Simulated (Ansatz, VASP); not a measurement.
# Fe: VASP beside Ansatz

Contents of INCAR:

```
ALGO = Normal
EDIFF = 1E-6
ENCUT = 520
GGA = PE
ISIF = 2
ISMEAR = -1
ISPIN = 2
LASPH = True
LCHARG = False
LMAXMIX = 4
LORBIT = 11
LREAL = False
LWAVE = False
MAGMOM = 2.579 2.579
NBANDS = 19
NELM = 150
PREC = Accurate
SIGMA = 0.05
```

The input KPOINTS:

```
k-points
0
Gamma
  16 16 8
```

POSCAR

```
Fe
1.0
    2.5507881577      0.0000000000      0.0000000000
   -1.2753940789      2.2090473442      0.0000000000
    0.0000000000      0.0000000000      4.4321058739
Fe
2
Direct
    0.3333333333      0.6666666667      0.2500000000
    0.6666666667      0.3333333333      0.7500000000
```

Input for Ansatz:

```yaml
crystal:
  lattice:
    - [2.5507881577, 0.0, 0.0]
    - [-1.2753940789, 2.2090473442, 0.0]
    - [0.0, 0.0, 4.4321058739]
  atoms:
    - { symbol: Fe, position: [0.3333333333, 0.6666666667, 0.25], spin: 2.579 }
    - { symbol: Fe, position: [0.6666666667, 0.3333333333, 0.75], spin: 2.579 }
hamiltonian:
  xc: pbe
  pseudopotentials:
    kind: paw
    azcp:
      Fe: "pseudopotentials/Fe.paw.azcp"
basis:
  ecutwfc: 420
  fft_grid_basis: typed
kpoints:
  mp_grid: { grid: [16, 16, 8], shift: [0, 0, 0] }
magnetization:
  spin_polarized: true
scf:
  occupations: { method: fermi_dirac, width: 0.05 }
  lower_state_search: "off"
output:
  stress: true
  write_density: true
  write_potential: true
  elf: true
  volumetric_format: npy
```

Alike in both runs: task single point; functional PBE; k mesh 16 × 16 × 8; occupations fermi-dirac, width 0.05 eV; collinear spin.

|  | VASP | Ansatz |
| --- | --- | --- |
| version | VASP 6.6.1 | Ansatz 0.2.0 |
| potentials or method | VASP PAW PBE potentials, release 64 (Fe), cutoff 520 eV | plane waves (420 eV) with PAW, scalar-relativistic |
| valence electrons in the cell | 16 | 32 |

```csv
,VASP,Ansatz,Ansatz less VASP
pressure (GPa),-5.9,-5.8,+0.14
"traceless stress, the component that is largest in VASP (GPa)",0.37,0.24,-0.134
net moment per atom (μB),2.59,2.59,0.000
size of the moment on the site where the two differ most (μB),2.59,2.62,+0.036
```

Site moments also hang on the region over which each program counts them. VASP's potentials hold 16 valence electrons a cell and Ansatz's 32, so a difference there can come from the potentials and not from the codes.
